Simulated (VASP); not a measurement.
# GaBiSe4 (P4mm) in VASP: a series of runs

GaBiSe4 is run at these levels: PBE; tasks: single point, relaxation of cell and atoms.

Everything below comes from runs of VASP 6.6.1. Logs are shortened: lines on timing, memory, paths and dates and some standing lists are left out, and cuts for length are marked.

## (1) The cell of the first run

The structure is tetragonal, space group P4mm (No. 99). The conventional cell has a = 5.988 Å, b = 5.988 Å, c = 6.977 Å, α = 90.00°, β = 90.00°, γ = 90.00°. Within 3.8 Å of Ga (site symmetry 4mm) lie 4 Se at 2.86 Å and 2 Bi at 3.46 to 3.52 Å. Within 3.7 Å of Bi (site symmetry 4mm) lie 4 Se at 2.79 Å and 2 Ga at 3.46 to 3.52 Å. Within 3.7 Å of Se (site symmetry m) lie 1 Bi at 2.79 Å and 4 Se at 2.83 to 3.15 Å and 1 Ga at 2.86 Å.

## (2) Single point, PBE

The input, INCAR:

```
SYSTEM = GaBiSe4
PREC = Accurate
ENCUT = 520
EDIFF = 1E-6
ISMEAR = 0
SIGMA = 0.15
LREAL = .False.
LASPH = .True.
NELM = 100
ALGO = Normal
ISIF = 2
LWAVE = .False.
LCHARG = .False.
GGA = PE
NBANDS = 35
```

The input, KPOINTS:

```
Automatic mesh
0
Gamma
  2 2 3
  0 0 0
```

The input, POSCAR:

```
GaBiSe4
1.0
    5.9877407252      0.0000000000      0.0000000000
    0.0000000000      5.9877407252      0.0000000000
    0.0000000000      0.0000000000      6.9770131180
Ga Bi Se
1 1 4
Direct
    0.5000000000      0.5000000000      0.0825372028
    0.5000000000      0.5000000000      0.5787308914
    0.2366605153      0.2366605153      0.3391627040
    0.7633394847      0.7633394847      0.3391627040
    0.7633394847      0.2366605153      0.3391627040
    0.2366605153      0.7633394847      0.3391627040
```

Potentials or basis: VASP PAW PBE potentials, release 64 (Ga_d, Bi_d, Se).

Started as:

```sh
> cat potpaw_PBE.64/Ga_d/POTCAR potpaw_PBE.64/Bi_d/POTCAR potpaw_PBE.64/Se/POTCAR > POTCAR
> mpirun -np 1 vasp_std > vasp.out
```

OUTCAR:

```text
SYSTEM = GaBiSe4
   PREC = Accurate
   ENCUT = 520
   EDIFF = 1E-6
   ISMEAR = 0
   LREAL = .False.
   LASPH = .True.
   NELM = 100
   ISIF = 2
   GGA = PE

 ion  position               nearest neighbor table
   1  0.500  0.500  0.083-
   2  0.500  0.500  0.579-   3 2.79   4 2.79   5 2.79   6 2.79
   3  0.237  0.237  0.339-   2 2.79
   4  0.763  0.763  0.339-   2 2.79
   5  0.763  0.237  0.339-   2 2.79
   6  0.237  0.763  0.339-   2 2.79

  LATTYP: Found a simple tetragonal cell.
 ALAT       =     5.9877407252
 C/A-ratio  =     1.1652163041

  Lattice vectors:

 A1 = (   5.9877407252,   0.0000000000,   0.0000000000)
 A2 = (   0.0000000000,   5.9877407252,   0.0000000000)
 A3 = (   0.0000000000,   0.0000000000,   6.9770131180)

Analysis of symmetry for initial positions (statically):
=====================================================================
 Subroutine PRICEL returns:
 Original cell was already a primitive cell.

 Routine SETGRP: Setting up the symmetry group for a
 simple tetragonal supercell.

 Subroutine GETGRP returns: Found  8 space group operations
 (whereof  8 operations were pure point group operations)
 out of a pool of 16 trial point group operations.

The static configuration has the point symmetry C_4v.

Analysis of symmetry for dynamics (positions and initial velocities):
=====================================================================
 Subroutine PRICEL returns:
 Original cell was already a primitive cell.

 Routine SETGRP: Setting up the symmetry group for a
 simple tetragonal supercell.

 Subroutine GETGRP returns: Found  8 space group operations
 (whereof  8 operations were pure point group operations)
 out of a pool of 16 trial point group operations.

The dynamic configuration has the point symmetry C_4v.

 Subroutine INISYM returns: Found  8 space group operations
 (whereof  8 operations are pure point group operations),
 and found     1 'primitive' translations

----------------------------------------------------------------------------------------

                                     Primitive cell

  volume of cell :     250.1471

  direct lattice vectors                    reciprocal lattice vectors
     5.987740725  0.000000000  0.000000000     0.167007899  0.000000000  0.000000000
     0.000000000  5.987740725  0.000000000     0.000000000  0.167007899  0.000000000
     0.000000000  0.000000000  6.977013118     0.000000000  0.000000000  0.143327808

  length of vectors
     5.987740725  5.987740725  6.977013118     0.167007899  0.167007899  0.143327808

  position of ions in fractional coordinates (direct lattice)
     0.500000000  0.500000000  0.082537203
     0.500000000  0.500000000  0.578730891
     0.236660515  0.236660515  0.339162704
     0.763339485  0.763339485  0.339162704
     0.763339485  0.236660515  0.339162704
     0.236660515  0.763339485  0.339162704

  ion indices of the primitive-cell ions
   primitive index   ion index
                 1           1
                 2           2
                 3           3
                 4           4
                 5           5
                 6           6

----------------------------------------------------------------------------------------

 KPOINTS: Automatic mesh

Automatic generation of k-mesh.
 Grid dimensions read from file:
 generate k-points for:    2    2    3

 Generating k-lattice:

  Cartesian coordinates                     Fractional coordinates (reciprocal lattice)
     0.083503950  0.000000000  0.000000000     0.500000000  0.000000000  0.000000000
     0.000000000  0.083503950  0.000000000     0.000000000  0.500000000  0.000000000
     0.000000000  0.000000000  0.047775936     0.000000000  0.000000000  0.333333333

  Length of vectors
     0.083503950  0.083503950  0.047775936

  Shift w.r.t. Gamma in fractional coordinates (k-lattice)
     0.000000000  0.000000000  0.000000000

 Subroutine IBZKPT returns following result:
 ===========================================

 Found      6 irreducible k-points:

 Following reciprocal coordinates:
            Coordinates               Weight
  0.000000  0.000000  0.000000      1.000000
  0.500000  0.000000  0.000000      2.000000
  0.500000  0.500000  0.000000      1.000000
  0.000000  0.000000  0.333333      2.000000
  0.500000  0.000000  0.333333      4.000000
  0.500000  0.500000  0.333333      2.000000
   k-points           NKPTS =      6   k-points in BZ     NKDIM =      6   number of bands    NBANDS=     35
   number of dos      NEDOS =    301   number of ions     NIONS =      6
   total plane-waves  NPLWV = 124416
   dimension x,y,z NGX =    48 NGY =   48 NGZ =   54
   dimension x,y,z NGXF=    96 NGYF=   96 NGZF=  108
   ions per type =               1   1   4
   NGX,Y,Z   is equivalent  to a cutoff of  13.33, 13.33, 12.87 a.u.
   NGXF,Y,Z  is equivalent  to a cutoff of  26.65, 26.65, 25.73 a.u.
 SYSTEM =  GaBiSe4
   PREC   = accura    normal or accurate (medium, high low for compatibility)
   ISTART =      0    job   : 0-new  1-cont  2-samecut
   ICHARG =      2    charge: 1-file 2-atom 10-const
   ISPIN  =      1    spin polarized calculation?
   LNONCOLLINEAR =      F non collinear calculations
   LSORBIT =      F    spin-orbit coupling
   LASPH  =      T    aspherical Exc in radial PAW
   ENCUT  =  520.0 eV  38.22 Ry    6.18 a.u.  11.13 11.13 12.97*2*pi/ulx,y,z
   NELM   =    100;   NELMIN=  2; NELMDL= -5     # of ELM steps
   EDIFF  = 0.1E-05   stopping-criterion for ELM
   LREAL  =      F    real-space projection
   EDIFFG = 0.1E-04   stopping-criterion for IOM
   NSW    =      0    number of steps for IOM
   IBRION =     -1    ionic relax: 0-MD 1-quasi-New 2-CG
   NFREE  =      0    steps in history (QN), initial steepest desc. (CG)
   ISIF   =      2    stress and relaxation
   ISYM   =      2    0-nonsym 1-usesym 2-fastsym
   POTIM  = 0.5000    time-step for ionic-motion
   TEBEG  =    0.0;   TEEND  =   0.0 temperature during run
   PSTRESS=    0.0 pullay stress
   NELECT =      52.0000    total number of electrons
   NUPDOWN=      -1.0000    fix difference up-down
   EMIN   =  10.00;   EMAX   =-10.00  energy-range for DOS
   EFERMI =   0.00;   METHOD = LEGACY
   ISMEAR =     0;   SIGMA  =   0.15  broadening in eV -4-tet -1-fermi 0-gaus
   EFERMI_NEDOS =   21; number of points for ismear=-14 and -15
   IALGO  =     38    algorithm
   IMIX   =      4    mixing-type and parameters
     AMIX     =   0.40;   BMIX     =  1.00
     AMIX_MAG =   1.60;   BMIX_MAG =  1.00
  volume/ion in A,a.u.               =      41.69       281.35
  Fermi-wavevector in a.u.,A,eV,Ry     =   0.969789  1.832636 12.796164  0.940492
  Thomas-Fermi vector in A             =   2.099871
   LORBIT       =      0    0 simple, 1 ext, 2 COOP (PROOUT), +10 PAW based schemes
   GGA     = PE    functional components
   LHFCALC =     F    Hartree Fock is set to
   AEXX    =    0.0000 exact exchange contribution
   IVDW    =     0    specifies the selected vdW correction
   LEPSILON=     F    determine dielectric tensor
   LRPA    =     F    only Hartree local field effects (RPA)
 non-spin polarized calculation
 Gauss-broadening in eV      SIGMA  =   0.15
  energy-cutoff  :      520.00
  volume of cell :      250.15
 maximum number of plane-waves:      6776
 NGX is ok and might be reduce to    48
   NGX = 23   NGY = 23   NGZ = 25

 number of electron      52.0000001 magnetization

 Free energy of the ion-electron system (eV)
  ---------------------------------------------------
  ext. energy  EPLUGINS =         0.00000000
  ---------------------------------------------------
  free energy    TOTEN  =       -21.21380036 eV

  energy without entropy =      -21.21201605  energy(sigma->0) =      -21.21290821

 E-fermi :   1.4211     XC(G=0):  -6.8550

 val. band max:        1.2028350275   @ k =   0.5000   0.5000   0.0000
 cond. band min:       1.6682069373   @ k =   0.0000   0.0000   0.3333
 fundamental gap:      0.4653719098
 Fermi energy:         1.4210734472

 k-point     1 :       0.0000    0.0000    0.0000
  band No.  band energies     occupation
      1     -22.5583      2.00000
      2     -22.5583      2.00000
      3     -22.5522      2.00000
      4     -22.5391      2.00000
      5     -22.5237      2.00000
      6     -13.6225      2.00000
[... 27 lines left out ...]
     34       4.8701      0.00000
     35       5.1411      0.00000

 k-point     2 :       0.5000    0.0000    0.0000
  band No.  band energies     occupation
      1     -22.5585      2.00000
      2     -22.5583      2.00000
      3     -22.5524      2.00000
      4     -22.5390      2.00000
      5     -22.5237      2.00000
      6     -13.3045      2.00000
[... 27 lines left out ...]
     34       5.6399      0.00000
     35       6.2670      0.00000

 k-point     3 :       0.5000    0.5000    0.0000
  band No.  band energies     occupation
      1     -22.5585      2.00000
      2     -22.5585      2.00000
      3     -22.5525      2.00000
      4     -22.5389      2.00000
      5     -22.5237      2.00000
      6     -13.2871      2.00000
[... 27 lines left out ...]
     34       5.5136      0.00000
     35       6.1954      0.00000

 k-point     4 :       0.0000    0.0000    0.3333
  band No.  band energies     occupation
      1     -22.5583      2.00000
      2     -22.5583      2.00000
      3     -22.5522      2.00000
      4     -22.5391      2.00000
      5     -22.5236      2.00000
      6     -13.6100      2.00000
[... 27 lines left out ...]
     34       4.9057      0.00000
     35       5.4115      0.00000

 k-point     5 :       0.5000    0.0000    0.3333
  band No.  band energies     occupation
      1     -22.5585      2.00000
      2     -22.5583      2.00000
      3     -22.5524      2.00000
      4     -22.5390      2.00000
      5     -22.5236      2.00000
      6     -13.3055      2.00000
[... 27 lines left out ...]
     34       5.4244      0.00000
     35       6.0710      0.00000

 k-point     6 :       0.5000    0.5000    0.3333
  band No.  band energies     occupation
      1     -22.5584      2.00000
      2     -22.5584      2.00000
      3     -22.5525      2.00000
      4     -22.5389      2.00000
      5     -22.5235      2.00000
      6     -13.2878      2.00000
[... 27 lines left out ...]
     34       6.1493      0.00000
     35       6.6038      0.00000

------------------------ aborting loop because EDIFF is reached ----------------------------------------

  FORCE on cell =-STRESS in cart. coord.  units (eV):
  Direction    XX          YY          ZZ          XY          YZ          ZX
  --------------------------------------------------------------------------------------
  -------------------------------------------------------------------------------------
  Total       -0.0388621     -0.0388621      0.1018084      0.0000000      0.0000000      0.0000000
  in kB       -0.2489097     -0.2489097      0.6520767      0.0000000      0.0000000      0.0000000
  external PRESSURE =       0.0514191 kB  Pullay stress =       0.0000000 kB

 VOLUME and BASIS-vectors are now :
 -----------------------------------------------------------------------------
  energy-cutoff  :      520.00
  volume of cell :      250.15
      direct lattice vectors                 reciprocal lattice vectors
     5.987740725  0.000000000  0.000000000     0.167007899  0.000000000  0.000000000
     0.000000000  5.987740725  0.000000000     0.000000000  0.167007899  0.000000000
     0.000000000  0.000000000  6.977013118     0.000000000  0.000000000  0.143327808

 POSITION                                       TOTAL-FORCE (eV/Angst)
 -----------------------------------------------------------------------------------
      2.99387      2.99387      0.57586         0.000000      0.000000     -0.002161
      2.99387      2.99387      4.03781         0.000000      0.000000     -0.037892
      1.41706      1.41706      2.36634        -0.008076     -0.008076      0.010013
      4.57068      4.57068      2.36634         0.008076      0.008076      0.010013
      4.57068      1.41706      2.36634         0.008076     -0.008076      0.010013
      1.41706      4.57068      2.36634        -0.008076      0.008076      0.010013
 -----------------------------------------------------------------------------------
    total drift:                                0.000000      0.000000      0.000996

  FREE ENERGIE OF THE ION-ELECTRON SYSTEM (eV)
  ---------------------------------------------------
  free  energy   TOTEN  =       -21.2138003646 eV

  energy  without entropy=      -21.2120160514  energy(sigma->0) =      -21.21290821
```

Run time: 92 s. Hardware: 1 thread of AMD EPYC 7R13, shared host; peak memory 0.33 GiB.

What came out:

* Free energy: -21.2138 eV
* Pressure: 0.0 GPa
* Largest force: 0.038 eV/Å
* Band gap on the k mesh: zero (band 26 reaches 2.23 eV, above the bottom of band 27 at -0.03 eV)

Forces on the atoms (eV/Å):
```
Ga   0.000  0.000 -0.002
Bi   0.000  0.000 -0.038
Se  -0.008 -0.008  0.010
Se   0.008  0.008  0.010
Se   0.008 -0.008  0.010
Se  -0.008  0.008  0.010
```

Levels at points of the mesh, in eV from the Fermi level:
| k point | band 22 | band 23 | band 24 | band 25 | band 26 | band 27 | band 28 | band 29 | band 30 | band 31 |
| --- | --- | --- | --- | --- | --- | --- | --- | --- | --- | --- |
| (0.00, 0.00, 0.00) | -3.02 | -1.90 | -0.81 | 0.46 | 0.68 | 0.68 | 1.68 | 1.68 | 1.98 | 2.53 |
| (0.50, 0.00, 0.00) | -2.79 | -1.95 | -1.58 | -1.54 | -1.05 | 0.50 | 1.37 | 1.59 | 1.94 | 2.25 |
| (0.50, 0.50, 0.00) | -2.77 | -2.57 | -2.50 | -1.93 | -1.93 | -1.45 | -0.22 | 1.15 | 1.15 | 3.43 |

Caveat: the k points lie up to 0.52 Å⁻¹ apart; spin-orbit coupling is left out, which moves the levels of the heavy elements.

## (3) Relaxation of cell and atoms, PBE

This run uses another cell than the first one, of 26.79 Å³/atom, 0.643 times its volume.

The input, INCAR:

```
PREC = Accurate
ENCUT = 600
EDIFF = 1E-7
ISMEAR = 0
SIGMA = 0.15
LREAL = F
LASPH = T
NELM = 60
ALGO = Normal
ISIF = 3
LWAVE = F
LCHARG = F
GGA = PE
IBRION = 2
NSW = 36
EDIFFG = -0.08
```

The input, KPOINTS:

```
regular mesh
0
Gamma
  2 2 3
```

The input, POSCAR:

```
GaBiSe4
1.0
    5.5993020400      0.0000000000      0.0000000000
    0.0000000000      5.5993020400      0.0000000000
    0.0000000000      0.0000000000      5.1263937000
Ga Bi Se
1 1 4
Direct
    0.5000000000      0.5000000000      0.1053945200
    0.5000000000      0.5000000000      0.5734934700
    0.2562104100      0.2562104100      0.3347577300
    0.7437895900      0.7437895900      0.3347577300
    0.7437895900      0.2562104100      0.3347577300
    0.2562104100      0.7437895900      0.3347577300
```

Potentials or basis: VASP PAW PBE potentials, release 64 (Ga_d, Bi_d, Se).

Started as:

```sh
> cat potpaw_PBE.64/Ga_d/POTCAR potpaw_PBE.64/Bi_d/POTCAR potpaw_PBE.64/Se/POTCAR > POTCAR
> mpirun -np 1 vasp_std > vasp.out
```

Wall time 27 min (1 thread of AMD EPYC 7R13, shared host); peak memory 0.3 GiB.

It converged, with:

* Free energy: -21.1931 eV
* Relaxed volume: 41.12 Å³/atom
* Relaxed cell: a = 5.982 Å, b = 5.982 Å, c = 6.894 Å, α = 90.00°, β = 90.00°, γ = 90.00°
* Space group after relaxing (to 0.05 Å): P4mm (No. 99)
* Energy gained by relaxing: 1954.1 meV/atom
* Ionic steps: 24
* Pressure after relaxing: 0.1 GPa
* Largest force after relaxing: 0.066 eV/Å
* Band gap on the k mesh: zero (band 26 reaches 2.32 eV, above the bottom of band 27 at 0.08 eV)

Forces on the atoms (eV/Å):
```
Ga   0.000  0.000  0.066
Bi   0.000  0.000 -0.045
Se   0.025  0.025 -0.005
Se  -0.025 -0.025 -0.005
Se  -0.025  0.025 -0.005
Se   0.025 -0.025 -0.005
```

The path:
| step | energy change (eV) | largest force (eV/Å) | pressure (GPa) | volume (Å³) |
| --- | --- | --- | --- | --- |
| 1 | 0.0000 | 20.2387 | 46.07 | 160.72 |
| 2 | 4.0414 | 35.5162 | 4.34 | 414.67 |
| 3 | -2.6664 | 16.6865 | 0.11 | 334.81 |
| 4 | -5.0784 | 11.9406 | -1.47 | 298.73 |
| 5 | -9.7559 | 6.4856 | -0.60 | 222.65 |
| 6 | -10.2513 | 3.0151 | 6.94 | 190.01 |
| 7 | -10.3907 | 4.6613 | 2.73 | 203.04 |
| 8 | -10.4130 | 4.3279 | 3.50 | 200.13 |
| 9 | -11.4113 | 0.3912 | -0.76 | 224.54 |
| 10 | -11.4122 | 0.3873 | -0.81 | 225.14 |
| 11 | -11.4713 | 0.4519 | 0.40 | 219.84 |
| 12 | -11.4768 | 0.5431 | 0.94 | 217.75 |
| 13 | -11.5301 | 0.4160 | 0.90 | 219.82 |
| 14 | -11.5757 | 0.6787 | 0.79 | 225.73 |
| 15 | -11.5825 | 0.5214 | 0.82 | 224.11 |
| 16 | -11.6221 | 0.6637 | -0.20 | 232.69 |
| 17 | -11.6243 | 0.7359 | -0.46 | 235.47 |
| 18 | -11.6639 | 0.3308 | 0.05 | 237.36 |
| 19 | -11.6710 | 0.3434 | 0.35 | 238.46 |
| 20 | -11.6971 | 0.2661 | 0.25 | 242.42 |
| 21 | -11.7055 | 0.3862 | 0.20 | 246.21 |
| 22 | -11.7216 | 0.1147 | -0.24 | 248.42 |
| 23 | -11.7216 | 0.1015 | -0.22 | 248.33 |
| 24 | -11.7246 | 0.0664 | 0.09 | 246.71 |

Final structure:
```xyz
6
Lattice="5.9823 0.0000 0.0000 0.0000 5.9823 0.0000 0.0000 0.0000 6.8936" Properties=species:S:1:pos:R:3 pbc="T T T"
Ga    2.9912    2.9912    0.5542
Bi    2.9912    2.9912    4.0071
Se    1.4119    1.4119    2.3374
Se    4.5704    4.5704    2.3374
Se    4.5704    1.4119    2.3374
Se    1.4119    4.5704    2.3374
```

Levels at points of the mesh, in eV from the Fermi level:
| k point | band 23 | band 24 | band 25 | band 26 | band 27 | band 28 | band 29 | band 30 |
| --- | --- | --- | --- | --- | --- | --- | --- | --- |
| (0.00, 0.00, 0.00) | -1.94 | -0.82 | 0.43 | 0.65 | 0.65 | 1.65 | 1.65 | 1.98 |
| (0.50, 0.00, 0.00) | -2.00 | -1.61 | -1.55 | -1.06 | 0.45 | 1.35 | 1.58 | 1.94 |
| (0.50, 0.50, 0.00) | -2.61 | -2.57 | -1.95 | -1.95 | -1.44 | -0.20 | 1.10 | 1.10 |

Caveat: the k points lie up to 0.53 Å⁻¹ apart in the final cell; the volume moved by over 15 % at a fixed basis, so the end points are rough; spin-orbit coupling is left out, which moves the levels of the heavy elements; the relaxation stopped at a loose force limit of 0.08 eV/Å, so its end isn't a converged minimum.
